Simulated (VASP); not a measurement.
# Pt (P6_3/mmc) in VASP: notebook

The runs below take Pt through single point, with PBE.

Program: VASP 6.6.1. These are calculated values, not measurements. Logs are shortened: lines on timing, memory, paths and dates and some standing lists are left out, and cuts for length are marked.

**1. The cell of the first run**

Symmetry: P6_3/mmc, No. 194, hexagonal system. Conventional cell: a = 2.345 Å, b = 2.345 Å, c = 4.781 Å, α = 90.00°, β = 90.00°, γ = 120.00°. Within 3.1 Å of Pt (site symmetry -6m2) lie 12 Pt at 2.34 to 2.75 Å.

**2. Single point, PBE (normal strain along x -0.1500, normal strain along y -0.1500)**

INCAR reads:

```
  PREC = Accurate
  ENCUT = 520
  EDIFF = 1E-6
  ISMEAR = 0
  SIGMA = 0.15
  LREAL = F
  LASPH = T
  NELM = 80
  ALGO = Normal
  ISIF = 2
  LWAVE = F
  LCHARG = F
  GGA = PE
  NBANDS = 17
```

KPOINTS reads:

```
Automatic mesh
0
Gamma
  18 18 10
```

POSCAR reads:

```
Pt
1.0
    2.3447586725      0.0000000000      0.0000000000
   -1.1723793363      2.0306205761      0.0000000000
    0.0000000000      0.0000000000      4.7813829983
Pt
2
Direct
    0.6666666667      0.3333333333      0.7500000000
    0.3333333333      0.6666666667      0.2500000000
```

Potentials or basis: VASP PAW PBE potentials, release 64 (Pt).

Command:

```console
> cat potpaw_PBE.64/Pt/POTCAR > POTCAR
> mpirun -np 1 vasp_std > vasp.out
```

OUTCAR:

```text
PREC = Accurate
   ENCUT = 520
   EDIFF = 1E-6
   ISMEAR = 0
   LREAL = F
   LASPH = T
   NELM = 80
   ISIF = 2
   GGA = PE

 ion  position               nearest neighbor table
   1  0.667  0.333  0.750-   2 2.75   2 2.75   2 2.75   2 2.75   2 2.75   2 2.75
   2  0.333  0.667  0.250-   1 2.75   1 2.75   1 2.75   1 2.75   1 2.75   1 2.75

  LATTYP: Found a hexagonal cell.
 ALAT       =     2.3447586725
 C/A-ratio  =     2.0391791507

  Lattice vectors:

 A1 = (   2.3447586725,   0.0000000000,   0.0000000000)
 A2 = (  -1.1723793363,   2.0306205761,   0.0000000000)
 A3 = (   0.0000000000,   0.0000000000,   4.7813829983)

Analysis of symmetry for initial positions (statically):
=====================================================================
 Subroutine PRICEL returns:
 Original cell was already a primitive cell.

 Routine SETGRP: Setting up the symmetry group for a
 hexagonal supercell.

 Subroutine GETGRP returns: Found 24 space group operations
 (whereof 12 operations were pure point group operations)
 out of a pool of 24 trial point group operations.

The static configuration has the point symmetry D_3d.
 The point group associated with its full space group is D_6h.

Analysis of symmetry for dynamics (positions and initial velocities):
=====================================================================
 Subroutine PRICEL returns:
 Original cell was already a primitive cell.

 Routine SETGRP: Setting up the symmetry group for a
 hexagonal supercell.

 Subroutine GETGRP returns: Found 24 space group operations
 (whereof 12 operations were pure point group operations)
 out of a pool of 24 trial point group operations.

The dynamic configuration has the point symmetry D_3d.
 The point group associated with its full space group is D_6h.

 Subroutine INISYM returns: Found 24 space group operations
 (whereof 12 operations are pure point group operations),
 and found     1 'primitive' translations

----------------------------------------------------------------------------------------

                                     Primitive cell

  volume of cell :      22.7657

  direct lattice vectors                    reciprocal lattice vectors
     2.344758672  0.000000000  0.000000000     0.426483122  0.246230146  0.000000000
[... 81 lines left out ...]
   LNONCOLLINEAR =      F non collinear calculations
   LSORBIT =      F    spin-orbit coupling
   LASPH  =      T    aspherical Exc in radial PAW
   ENCUT  =  520.0 eV  38.22 Ry    6.18 a.u.   4.36  4.36  8.89*2*pi/ulx,y,z
   NELM   =     80;   NELMIN=  2; NELMDL= -5     # of ELM steps
   EDIFF  = 0.1E-05   stopping-criterion for ELM
   LREAL  =      F    real-space projection
   EDIFFG = 0.1E-04   stopping-criterion for IOM
   NSW    =      0    number of steps for IOM
   IBRION =     -1    ionic relax: 0-MD 1-quasi-New 2-CG
   NFREE  =      0    steps in history (QN), initial steepest desc. (CG)
   ISIF   =      2    stress and relaxation
   ISYM   =      2    0-nonsym 1-usesym 2-fastsym
   POTIM  = 0.5000    time-step for ionic-motion
   TEBEG  =    0.0;   TEEND  =   0.0 temperature during run
   PSTRESS=    0.0 pullay stress
   NELECT =      20.0000    total number of electrons
   NUPDOWN=      -1.0000    fix difference up-down
   EMIN   =  10.00;   EMAX   =-10.00  energy-range for DOS
   EFERMI =   0.00;   METHOD = LEGACY
   ISMEAR =     0;   SIGMA  =   0.15  broadening in eV -4-tet -1-fermi 0-gaus
   EFERMI_NEDOS =   21; number of points for ismear=-14 and -15
   IALGO  =     38    algorithm
   IMIX   =      4    mixing-type and parameters
     AMIX     =   0.40;   BMIX     =  1.00
     AMIX_MAG =   1.60;   BMIX_MAG =  1.00
  volume/ion in A,a.u.               =      11.38        76.82
  Fermi-wavevector in a.u.,A,eV,Ry     =   1.567923  2.962944 33.448316  2.458382
  Thomas-Fermi vector in A             =   2.670031
   LORBIT       =      0    0 simple, 1 ext, 2 COOP (PROOUT), +10 PAW based schemes
   GGA     = PE    functional components
   LHFCALC =     F    Hartree Fock is set to
   AEXX    =    0.0000 exact exchange contribution
   IVDW    =     0    specifies the selected vdW correction
   LEPSILON=     F    determine dielectric tensor
   LRPA    =     F    only Hartree local field effects (RPA)
 non-spin polarized calculation
 Gauss-broadening in eV      SIGMA  =   0.15
  energy-cutoff  :      520.00
  volume of cell :       22.77
 maximum number of plane-waves:       642
 NGX is ok and might be reduce to    18
   NGX =  9   NGY =  9   NGZ = 17

 number of electron      20.0000005 magnetization

 Free energy of the ion-electron system (eV)
  ---------------------------------------------------
  ext. energy  EPLUGINS =         0.00000000
  ---------------------------------------------------
  free energy    TOTEN  =        -6.73700631 eV

  energy without entropy =       -6.71666397  energy(sigma->0) =       -6.72683514

 E-fermi :  17.3741     XC(G=0): -15.1623

 val. band max:       17.3739750663   @ k =   0.2222   0.0000   0.0000
 cond. band min:      17.3745812612   @ k =   0.2778   0.2222   0.0000
 fundamental gap:      0.0006061949
 Fermi energy:        17.3741042703

 k-point     1 :       0.0000    0.0000    0.0000
  band No.  band energies     occupation
      1       3.8410      2.00000
      2       5.8721      2.00000
      3       9.2000      2.00000
      4      11.5529      2.00000
      5      11.5529      2.00000
      6      11.8475      2.00000
[... 457 lines left out ...]
      4      10.7323      2.00000
      5      12.1552      2.00000
      6      13.1441      2.00000
[... 9 lines left out ...]
     16      31.6205      0.00000
     17      33.4642      0.00000

 [... further k-points ...]

------------------------ aborting loop because EDIFF is reached ----------------------------------------

  FORCE on cell =-STRESS in cart. coord.  units (eV):
  Direction    XX          YY          ZZ          XY          YZ          ZX
  --------------------------------------------------------------------------------------
  -------------------------------------------------------------------------------------
  Total       41.7907506     41.7907506     12.5874049     -0.0000000     -0.0000000      0.0000000
  in kB     2941.1033590   2941.1033589    885.8625014     -0.0000001     -0.0000000      0.0000000
  external PRESSURE =    2256.0230731 kB  Pullay stress =       0.0000000 kB

 VOLUME and BASIS-vectors are now :
 -----------------------------------------------------------------------------
  energy-cutoff  :      520.00
  volume of cell :       22.77
      direct lattice vectors                 reciprocal lattice vectors
     2.344758672  0.000000000  0.000000000     0.426483122  0.246230146  0.000000000
    -1.172379336  2.030620576  0.000000000     0.000000000  0.492460291  0.000000000
     0.000000000  0.000000000  4.781382998     0.000000000  0.000000000  0.209144509

 POSITION                                       TOTAL-FORCE (eV/Angst)
 -----------------------------------------------------------------------------------
      1.17238      0.67687      3.58604        -0.000000     -0.000000      0.000000
     -0.00000      1.35375      1.19535         0.000000      0.000000      0.000000
 -----------------------------------------------------------------------------------
    total drift:                               -0.000000      0.000000     -0.000000

  FREE ENERGIE OF THE ION-ELECTRON SYSTEM (eV)
  ---------------------------------------------------
  free  energy   TOTEN  =        -6.7370063109 eV

  energy  without entropy=       -6.7166639736  energy(sigma->0) =       -6.72683514
```

Wall time 54 s (1 thread of Intel Xeon Platinum 8259CL at 2.50GHz (Skylake/Cascade Lake), shared host); peak memory 0.19 GiB.

Results:

* Free energy: -6.7370 eV
* Pressure: 225.6 GPa
* Band gap on the k mesh: zero (band 10 reaches 19.67 eV, above the bottom of band 11 at 16.19 eV)

Caveat: the cell differs from its parent crystal (normal strain along x -0.1500, normal strain along y -0.1500); spin-orbit coupling is left out, which moves the levels of the heavy elements.

**3. Single point, PBE (normal strain along x +0.1000, normal strain along y +0.1000)**

INCAR reads:

```
  PREC = Accurate
  ENCUT = 520
  EDIFF = 1E-6
  ISMEAR = 0
  SIGMA = 0.15
  LREAL = F
  LASPH = T
  NELM = 60
  ALGO = Fast
  ISIF = 2
  LWAVE = F
  LCHARG = T
  GGA = PE
  LELF = T
  LVHAR = T
  NBANDS = 17
```

KPOINTS reads:

```
regular mesh
0
Gamma
  18 18 10
```

POSCAR reads:

```
Pt
1.0
    3.0343935762      0.0000000000      0.0000000000
   -1.5171967881      2.6278619220      0.0000000000
    0.0000000000      0.0000000000      4.7813829983
Pt
2
Direct
    0.6666666667      0.3333333333      0.7500000000
    0.3333333333      0.6666666667      0.2500000000
```

Potentials or basis: VASP PAW PBE potentials, release 64 (Pt).

Command:

```console
> cat potpaw_PBE.64/Pt/POTCAR > POTCAR
> mpirun -np 1 vasp_std > vasp.out
```

OUTCAR:

```text
PREC = Accurate
   ENCUT = 520
   EDIFF = 1E-6
   ISMEAR = 0
   LREAL = F
   LASPH = T
   NELM = 60
   ISIF = 2
   GGA = PE

 ion  position               nearest neighbor table
   1  0.667  0.333  0.750-   2 2.96   2 2.96   2 2.96   2 2.96   2 2.96   2 2.96
   2  0.333  0.667  0.250-   1 2.96   1 2.96   1 2.96   1 2.96   1 2.96   1 2.96

  LATTYP: Found a hexagonal cell.
 ALAT       =     3.0343935762
 C/A-ratio  =     1.5757293437

  Lattice vectors:

 A1 = (   3.0343935762,   0.0000000000,   0.0000000000)
 A2 = (  -1.5171967881,   2.6278619220,   0.0000000000)
 A3 = (   0.0000000000,   0.0000000000,   4.7813829983)

Analysis of symmetry for initial positions (statically):
=====================================================================
 Subroutine PRICEL returns:
 Original cell was already a primitive cell.

 Routine SETGRP: Setting up the symmetry group for a
 hexagonal supercell.

 Subroutine GETGRP returns: Found 24 space group operations
 (whereof 12 operations were pure point group operations)
[... 164 lines left out ...]
  free energy    TOTEN  =       -11.34355207 eV

  energy without entropy =      -11.27138168  energy(sigma->0) =      -11.30746688

 E-fermi :   7.3067     XC(G=0): -12.1146

 val. band max:        7.3065482525   @ k =   0.5000   0.0000   0.4000
 cond. band min:       7.3070496054   @ k =   0.3889   0.0556   0.3000
 fundamental gap:      0.0005013529
 Fermi energy:         7.3067056688

 k-point     1 :       0.0000    0.0000    0.0000
  band No.  band energies     occupation
      1      -0.5415      2.00000
      2       2.2043      2.00000
      3       4.8527      2.00000
      4       4.8527      2.00000
      5       4.9293      2.00000
      6       5.2301      2.00000
[... 457 lines left out ...]
      4       4.5348      2.00000
      5       4.8326      2.00000
      6       5.1076      2.00000
[... 9 lines left out ...]
     16      17.9237      0.00000
     17      20.4102      0.00000

 [... further k-points ...]

------------------------ aborting loop because EDIFF is reached ----------------------------------------

  FORCE on cell =-STRESS in cart. coord.  units (eV):
  Direction    XX          YY          ZZ          XY          YZ          ZX
  --------------------------------------------------------------------------------------
  -------------------------------------------------------------------------------------
  Total       -6.6623226     -6.6623226     -5.9323069     -0.0000000     -0.0000000      0.0000000
  in kB     -279.9679114   -279.9679113   -249.2907769     -0.0000000     -0.0000000      0.0000000
  external PRESSURE =    -269.7421999 kB  Pullay stress =       0.0000000 kB

 VOLUME and BASIS-vectors are now :
 -----------------------------------------------------------------------------
  energy-cutoff  :      520.00
  volume of cell :       38.13
      direct lattice vectors                 reciprocal lattice vectors
     3.034393576  0.000000000  0.000000000     0.329555140  0.190268749  0.000000000
    -1.517196788  2.627861922  0.000000000     0.000000000  0.380537498  0.000000000
     0.000000000  0.000000000  4.781382998     0.000000000  0.000000000  0.209144509

 POSITION                                       TOTAL-FORCE (eV/Angst)
 -----------------------------------------------------------------------------------
      1.51720      0.87595      3.58604        -0.000000     -0.000000      0.000000
     -0.00000      1.75191      1.19535         0.000000      0.000000      0.000000
 -----------------------------------------------------------------------------------
    total drift:                               -0.000000      0.000000     -0.000000

  FREE ENERGIE OF THE ION-ELECTRON SYSTEM (eV)
  ---------------------------------------------------
  free  energy   TOTEN  =       -11.3435520692 eV

  energy  without entropy=      -11.2713816828  energy(sigma->0) =      -11.30746688
```

OSZICAR:

```text
N       E                     dE             d eps       ncg     rms          rms(c)
DAV:   1     0.967889524678E+02    0.96789E+02   -0.10184E+04  7556   0.111E+03
DAV:   2    -0.102132283900E+02   -0.10700E+03   -0.10110E+03  8130   0.231E+02
DAV:   3    -0.120413735648E+02   -0.18281E+01   -0.17943E+01  9199   0.293E+01
DAV:   4    -0.120514465255E+02   -0.10073E-01   -0.10070E-01  8892   0.230E+00
DAV:   5    -0.120515608798E+02   -0.11435E-03   -0.11435E-03  9195   0.263E-01    0.946E+00
RMM:   6    -0.113690364547E+02    0.68252E+00   -0.13117E+00  7557   0.826E+00    0.525E+00
RMM:   7    -0.113462075122E+02    0.22829E-01   -0.11296E-01  7852   0.243E+00    0.288E+00
RMM:   8    -0.113444287151E+02    0.17788E-02   -0.15955E-02  7884   0.884E-01    0.751E-01
RMM:   9    -0.113435235268E+02    0.90519E-03   -0.24645E-03  8231   0.350E-01    0.305E-02
RMM:  10    -0.113435566707E+02   -0.33144E-04   -0.27217E-04  8371   0.105E-01    0.549E-02
RMM:  11    -0.113435512468E+02    0.54239E-05   -0.60564E-05  8367   0.576E-02    0.945E-03
RMM:  12    -0.113435520692E+02   -0.82235E-06   -0.65950E-06  7989   0.181E-02
   1 F= -.11343552E+02 E0= -.11307467E+02  d E =-.721704E-01
```

stdout:

```text
POSCAR found type information on POSCAR Pt
 POSCAR found :  1 types and       2 ions
 scaLAPACK will be used
 LDA part: xc-table for (Slater+PW92), standard interpolation
 POSCAR, INCAR and KPOINTS ok, starting setup
 FFT: planning ... GRIDC
 FFT: planning ... GRID_SOFT
 FFT: planning ... GRID
 WAVECAR not read
 entering main loop
WARNING in EDDRMM: call to ZHEGV failed, returncode =   6  3     17
```

Run time: 77 s. Hardware: 1 thread of Intel Xeon Platinum 8259CL at 2.50GHz (Skylake/Cascade Lake), shared host; peak memory 0.24 GiB.

Results:

```
Free energy            : -11.3436 eV
Pressure               : -27.0 GPa
Band gap on the k mesh : zero (band 10 reaches 7.48 eV, above the bottom of band 11 at 6.66 eV)
```

Stress tensor (GPa, compression positive):
```
-28.00   0.00   0.00
  0.00 -28.00   0.00
  0.00   0.00 -24.93
```

Caveat: the cell differs from its parent crystal (normal strain along x +0.1000, normal strain along y +0.1000); spin-orbit coupling is left out, which moves the levels of the heavy elements.

(Part 1 of 2 ends here.)
